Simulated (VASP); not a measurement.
A run of VASP 6.6.1 is set up as follows.

Contents of INCAR:

```
PREC = Accurate ; ENCUT = 520
EDIFF = 1E-6 ; ISMEAR = 0
SIGMA = 0.1 ; LREAL = False
LASPH = True ; NELM = 60
ALGO = Normal ; ISIF = 2
LWAVE = False ; LCHARG = True
GGA = PS ; LELF = True
LVHAR = True ; NBANDS = 41
```

KPOINTS

```
Automatic mesh
0
Gamma
  10 10 10
```

POSCAR

```
SiRu2
1.0
   -2.8353365190      2.8353365190      2.4167821794
    2.8353365190     -2.8353365190      2.4167821794
    2.8353365190      2.8353365190     -2.4167821794
Ru Si
4 2
Direct
    0.8419388550      0.6580611450      0.5000000000
    0.3419388550      0.8419388550      0.1838777100
    0.1580611450      0.3419388550      0.5000000000
    0.6580611450      0.1580611450      0.8161222900
    0.7500000000      0.7500000000      0.0000000000
    0.2500000000      0.2500000000      0.0000000000
```

Potentials or basis: VASP PAW PBE potentials, release 64 (Ru_pv, Si).

Command:

```console
$ cat potpaw_PBE.64/Ru_pv/POTCAR potpaw_PBE.64/Si/POTCAR > POTCAR
$ mpirun -np 1 vasp_std > vasp.out
```

Task: Predict the band gap on the k mesh.

Result: Zero (bands 32 and 33 overlap by 0.78 eV).

Task: What does it give for the pressure?

Result: 0.2 GPa.

Forces on the atoms (eV/Å):
```
Ru  -0.006  0.006  0.000
Ru   0.006  0.006  0.000
Ru   0.006 -0.006  0.000
Ru  -0.006 -0.006  0.000
Si   0.000  0.000  0.000
Si   0.000  0.000  0.000
```

Caveat: the PAW data sets were made with another functional, which shifts forces and pressure a little.
